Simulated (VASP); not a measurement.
Runs of VASP 6.6.1 on SiO2. The structure is tetragonal, space group P4_32_12 (No. 96). Conventional cell: a = 4.976 Å, b = 4.976 Å, c = 6.901 Å, α = 90.00°, β = 90.00°, γ = 90.00°. Within 2.1 Å of Si (site symmetry 2) lie 4 O at 1.61 Å. Within 2.1 Å of O (site symmetry 1) lie 2 Si at 1.61 Å. 

```csv
task,level,cell,k mesh,cutoff (eV),smearing,gap on the mesh (eV),pressure (GPa),relaxed volume (Å³/atom),largest force (eV/Å)
relaxation of cell and atoms,PBEsol,relaxed,6 × 6 × 4,600,fermi-dirac 0.05 eV,5.57,0.0,(b),0.01
relaxation of cell and atoms,revPBE,relaxed,6 × 6 × 4,600,fermi-dirac 0.05 eV,5.63,0.0,15.77,0.01
electric field gradients,PBE,as given,6 × 6 × 4,520,fermi-dirac 0.05 eV,5.73,4.9,-,0.27
single point,PBE,as given,4 × 4 × 2,600,fermi-dirac 0.03 eV,5.73,(a),-,0.27
```

Alike in all rows: potentials or basis VASP PAW PBE potentials, release 64 (Si, O); no spin polarisation.

Fill in the values left out.

(a) 4.7; (b) 14.72.

Caveats: some runs use coarse meshes; the PAW data sets were made with another functional, which shifts forces and pressure a little (at least some runs); the cell stands under pressure (at least some runs).

A k mesh can miss the band edges.
